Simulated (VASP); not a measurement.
# SrCl2 (R-3m) in VASP: single point with PBE-based global hybrid with 5 % exact exchange

Aim: the single point of SrCl2 with PBE-based global hybrid with 5 % exact exchange.

All numbers are computed with VASP 6.6.1; they aren't measurements. Logs are shortened: lines on timing, memory, paths and dates and some standing lists are left out, and cuts for length are marked.

### Step 1. The cell of the first run

The typed cell holds 3 atoms: a = 4.916 Å, b = 4.916 Å, c = 4.916 Å, α = 59.96°, β = 59.96°, γ = 59.96°.

### Step 2. Single point, PBE-based global hybrid with 5 % exact exchange

Input file POSCAR:

```
SrCl2
1.0
    2.4567214836      1.4183888098      4.0153159317
   -2.4567214836      1.4183888098      4.0153159317
    0.0000000000     -2.8367776197      4.0153159316
Sr Cl
1 2
Direct
    0.0000000000      0.0000000000      0.0000000000
    0.2499511381      0.2499511381      0.2499511381
    0.7500488619      0.7500488619      0.7500488619
```

Input file INCAR.step1:

```
ALGO = Normal ; EDIFF = 1E-5
ENCUT = 520 ; GGA = PE
ISIF = 2 ; ISMEAR = 0
LASPH = True ; LREAL = False
LWAVE = True ; NBANDS = 19
NELM = 100 ; PREC = Accurate
SIGMA = 0.01
```

Input file INCAR.step2:

```
AEXX = 0.05 ; ALGO = Normal
EDIFF = 1E-6 ; ENCUT = 520
GGA = PE ; ISIF = 2
ISMEAR = 0 ; ISTART = 1
LASPH = True ; LCHARG = True
LELF = True ; LHFCALC = True
LREAL = False ; LVHAR = True
LWAVE = False ; NBANDS = 19
NELM = 100 ; PREC = Accurate
PRECFOCK = Normal ; SIGMA = 0.01
```

Input file KPOINTS:

```
k-points
0
Gamma
  4 4 4
```

Potentials or basis: VASP PAW PBE potentials, release 64 (Sr_sv, Cl).

Command:

```console
$ cat potpaw_PBE.64/Sr_sv/POTCAR potpaw_PBE.64/Cl/POTCAR > POTCAR
$ cp INCAR.step1 INCAR
$ mpirun -np 1 vasp_std > vasp.out
$ cp INCAR.step2 INCAR
$ mpirun -np 1 vasp_std > vasp.out
```

OUTCAR:

```text
AEXX = 0.05
   EDIFF = 1E-6
   ENCUT = 520
   GGA = PE
   ISIF = 2
   ISMEAR = 0
   ISTART = 1
   LASPH = True
   LHFCALC = True
   LREAL = False
   NELM = 100
   PREC = Accurate
   PRECFOCK = Normal

 ion  position               nearest neighbor table
   1  0.000  0.000  0.000-   3 3.01   2 3.01   3 3.01   3 3.01   2 3.01   2 3.01   3 3.01   2 3.01

   2  0.250  0.250  0.250-   1 3.01   1 3.01   1 3.01   1 3.01
   3  0.750  0.750  0.750-   1 3.01   1 3.01   1 3.01   1 3.01

  LATTYP: Found a trigonal (rhomboedric) cell.
 ALAT       =     4.9163064688
 COS(alpha) =     0.5005822802

  Lattice vectors:

 A1 = (   2.4567214836,   1.4183888098,   4.0153159317)
 A2 = (  -2.4567214836,   1.4183888098,   4.0153159317)
 A3 = (   0.0000000000,  -2.8367776197,   4.0153159316)

Analysis of symmetry for initial positions (statically):
=====================================================================
 Subroutine PRICEL returns:
 Original cell was already a primitive cell.

 Routine SETGRP: Setting up the symmetry group for a
 trigonal (rhombohedral) supercell.

 Subroutine GETGRP returns: Found 12 space group operations
 (whereof 12 operations were pure point group operations)
 out of a pool of 12 trial point group operations.

The static configuration has the point symmetry D_3d.

Analysis of symmetry for dynamics (positions and initial velocities):
=====================================================================
 Subroutine PRICEL returns:
 Original cell was already a primitive cell.

 Routine SETGRP: Setting up the symmetry group for a
 trigonal (rhombohedral) supercell.

 Subroutine GETGRP returns: Found 12 space group operations
 (whereof 12 operations were pure point group operations)
 out of a pool of 12 trial point group operations.

The dynamic configuration has the point symmetry D_3d.

 Subroutine INISYM returns: Found 12 space group operations
 (whereof 12 operations are pure point group operations),
 and found     1 'primitive' translations

----------------------------------------------------------------------------------------

                                     Primitive cell

  volume of cell :      83.9503

[... 81 lines left out ...]
   NSW    =      0    number of steps for IOM
   IBRION =     -1    ionic relax: 0-MD 1-quasi-New 2-CG
   NFREE  =      0    steps in history (QN), initial steepest desc. (CG)
   ISIF   =      2    stress and relaxation
   ISYM   =      3    0-nonsym 1-usesym 2-fastsym
   POTIM  = 0.5000    time-step for ionic-motion
   TEBEG  =    0.0;   TEEND  =   0.0 temperature during run
   PSTRESS=    0.0 pullay stress
   NELECT =      24.0000    total number of electrons
   NUPDOWN=      -1.0000    fix difference up-down
   EMIN   =  10.00;   EMAX   =-10.00  energy-range for DOS
   EFERMI =   0.00;   METHOD = LEGACY
   ISMEAR =     0;   SIGMA  =   0.01  broadening in eV -4-tet -1-fermi 0-gaus
   EFERMI_NEDOS =   21; number of points for ismear=-14 and -15
   IALGO  =     38    algorithm
   IMIX   =      1    mixing-type and parameters
     AMIX     =   0.40;   BMIX     =  1.00
     AMIX_MAG =   1.60;   BMIX_MAG =  1.00
  volume/ion in A,a.u.               =      27.98       188.84
  Fermi-wavevector in a.u.,A,eV,Ry     =   1.078461  2.037996 15.824644  1.163079
  Thomas-Fermi vector in A             =   2.214400
   LORBIT       =      0    0 simple, 1 ext, 2 COOP (PROOUT), +10 PAW based schemes
   GGA     = PE    functional components
   LHFCALC =     T    Hartree Fock is set to
   PRECFOCK=normal    Normal, Fast or Accurate (Low or Medium for compatibility)
   ENCUT4O =  -1.0   cutoff for four orbital integrals eV
   NKREDX  =     1    reduce k-point grid by
   NKREDY  =     1    reduce k-point grid by
   NKREDZ  =     1    reduce k-point grid by
   AEXX    =    0.0500 exact exchange contribution
   HFSCREEN=    0.0000 screening length (either q_TF or 0.3 A-1)
   HFSCREENC=   0.0000 screening length for correlation (either q_TF or 0.3 A-1)
   ENCUTFOCK=  -1.0 apply spherical cutoff to Coloumb kernel
   IVDW    =     0    specifies the selected vdW correction
   LEPSILON=     F    determine dielectric tensor
   LRPA    =     F    only Hartree local field effects (RPA)
 non-spin polarized calculation
 Gauss-broadening in eV      SIGMA  =   0.01
  energy-cutoff  :      520.00
  volume of cell :       83.95
 maximum number of plane-waves:      2276
 NGX is ok and might be reduce to    40
  NGX = 28; NGY = 28; NGZ = 28

 number of electron      24.0000003 magnetization

 Free energy of the ion-electron system (eV)
  ---------------------------------------------------
  ext. energy  EPLUGINS =         0.00000000
  ---------------------------------------------------
  free energy    TOTEN  =       -13.31823553 eV

  energy without entropy =      -13.31823553  energy(sigma->0) =      -13.31823553

 E-fermi :   0.0498     XC(G=0):  -7.9780

 val. band max:       -0.0344251072   @ k =   0.5000   0.5000  -0.0000
 cond. band min:       5.7459588892   @ k =   0.0000   0.0000   0.0000
 fundamental gap:      5.7803839963
 Fermi energy:         0.0497948478

 k-point     1 :       0.0000    0.0000    0.0000
  band No.  band energies     occupation
      1     -33.3086      2.00000
      2     -15.0485      2.00000
      3     -15.0484      2.00000
      4     -15.0484      2.00000
      5     -13.6346      2.00000
      6     -12.7454      2.00000
[... 263 lines left out ...]
      6     -12.7925      2.00000
[... 11 lines left out ...]
     18       9.1167      0.00000
     19       9.2725      0.00000

------------------------ aborting loop because EDIFF is reached ----------------------------------------

  FORCE on cell =-STRESS in cart. coord.  units (eV):
  Direction    XX          YY          ZZ          XY          YZ          ZX
  --------------------------------------------------------------------------------------
  -------------------------------------------------------------------------------------
  Total        0.7283184      0.7283184      0.7189957      0.0000000      0.0000000      0.0000000
  in kB       13.8998351     13.8998351     13.7219135      0.0000000      0.0000000      0.0000000
  external PRESSURE =      13.8405279 kB  Pullay stress =       0.0000000 kB

 VOLUME and BASIS-vectors are now :
 -----------------------------------------------------------------------------
  energy-cutoff  :      520.00
  volume of cell :       83.95
      direct lattice vectors                 reciprocal lattice vectors
     2.456721484  1.418388810  4.015315932     0.203523274  0.117504217  0.083015469
    -2.456721484  1.418388810  4.015315932    -0.203523274  0.117504217  0.083015469
     0.000000000 -2.836777620  4.015315932     0.000000000 -0.235008434  0.083015469

 POSITION                                       TOTAL-FORCE (eV/Angst)
 -----------------------------------------------------------------------------------
      0.00000      0.00000      0.00000        -0.000000      0.000000     -0.000000
      0.00000     -0.00000      3.01090         0.000000      0.000000     -0.000129
      0.00000     -0.00000      9.03505         0.000000     -0.000000      0.000129
 -----------------------------------------------------------------------------------
    total drift:                               -0.000000      0.000000      0.000000

  FREE ENERGIE OF THE ION-ELECTRON SYSTEM (eV)
  ---------------------------------------------------
  free  energy   TOTEN  =       -13.3182355268 eV

  energy  without entropy=      -13.3182355268  energy(sigma->0) =      -13.31823553
```

OUTCAR.step1:

```text
EDIFF = 1E-5
   ENCUT = 520
   GGA = PE
   ISIF = 2
[... 501 lines left out ...]
      0.00000      0.00000      0.00000         0.000000     -0.000000      0.000000
      0.00000     -0.00000      3.01090         0.000000      0.000000     -0.000154
      0.00000     -0.00000      9.03505         0.000000     -0.000000      0.000154
 -----------------------------------------------------------------------------------
    total drift:                               -0.000000     -0.000000      0.000000

  FREE ENERGIE OF THE ION-ELECTRON SYSTEM (eV)
  ---------------------------------------------------
  free  energy   TOTEN  =       -12.7743619298 eV

  energy  without entropy=      -12.7743619298  energy(sigma->0) =      -12.77436193
```

It took 32 min on 1 thread of AMD EPYC 7R43 (Zen 3), shared host; peak memory 0.21 GiB.

What came out:

```yaml
Free_energy: -13.3182 eV
Pressure: 1.4 GPa
Band_gap_on_the_k_mesh: 5.78 eV (least direct gap 5.91 eV)
```

Caveat: the PAW data sets were made with another functional, which shifts forces and pressure a little.
